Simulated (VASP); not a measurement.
Wanted: the native input for a VASP 6.6.1 run.

```
Task                   : relaxation of cell and atoms
Functional             : PBE
Potentials or basis    : VASP PAW PBE potentials, release 64 (Os)
Cutoff                 : 600 eV
k mesh                 : 16 × 16 × 16
Occupations            : fermi-dirac, width 0.1 eV
Spin                   : no spin polarisation
Target pressure        : 10 GPa
Dipole correction      : no
Further INCAR settings : ALGO = Normal; EDIFF = 1e-06; IBRION = 2; EDIFFG = -0.01; NSW = 80; ISIF = 3
```

The structure of Os lies in POSCAR:

```
Os
1.0
    2.4900000000      0.0000000000      0.0000000000
    0.0000000000      2.4900000000      0.0000000000
    0.0000000000      0.0000000000      2.4900000000
Os
1
Direct
    0.0000000000      0.0000000000      0.0000000000
```

The input as run:

INCAR

```
PREC = Accurate ; ENCUT = 600
EDIFF = 1E-6 ; ISMEAR = -1
SIGMA = 0.1 ; LREAL = False
LASPH = True ; NELM = 80
ALGO = Normal ; ISIF = 3
LWAVE = False ; LCHARG = False
GGA = PE ; IBRION = 2
NSW = 80 ; EDIFFG = -0.01
PSTRESS = 100.0
```

KPOINTS

```
Automatic mesh
0
Gamma
  16 16 16
```

Potentials or basis: VASP PAW PBE potentials, release 64 (Os).

Command:

```console
$ cat potpaw_PBE.64/Os/POTCAR > POTCAR
$ mpirun -np 1 vasp_std > vasp.out
```

It gave:

```
Relaxed volume                                         : 16.16 Å³/atom
Relaxed cell                                           : a = 2.528 Å, b = 2.528 Å, c = 2.528 Å, α = 90.00°, β = 90.00°, γ = 90.00°
Space group after relaxing (to 0.05 Å)                 : Pm-3m (No. 221)
Energy change on relaxing (the enthalpy is what falls) : -80.3 meV/atom
Ionic steps                                            : 4
Pressure after relaxing                                : 9.9 GPa
Band gap on the k mesh                                 : zero (band 4 reaches 12.77 eV, above the bottom of band 5 at 6.43 eV)
```

Caveat: the cell is relaxed towards a set pressure, so the enthalpy falls and the energy may rise; spin-orbit coupling is left out, which moves the levels of the heavy elements.

Run time: 18 s on 1 thread of Intel(R) Xeon(R) 6975P-C (Granite Rapids) (shared host), peak memory 0.15 GiB.
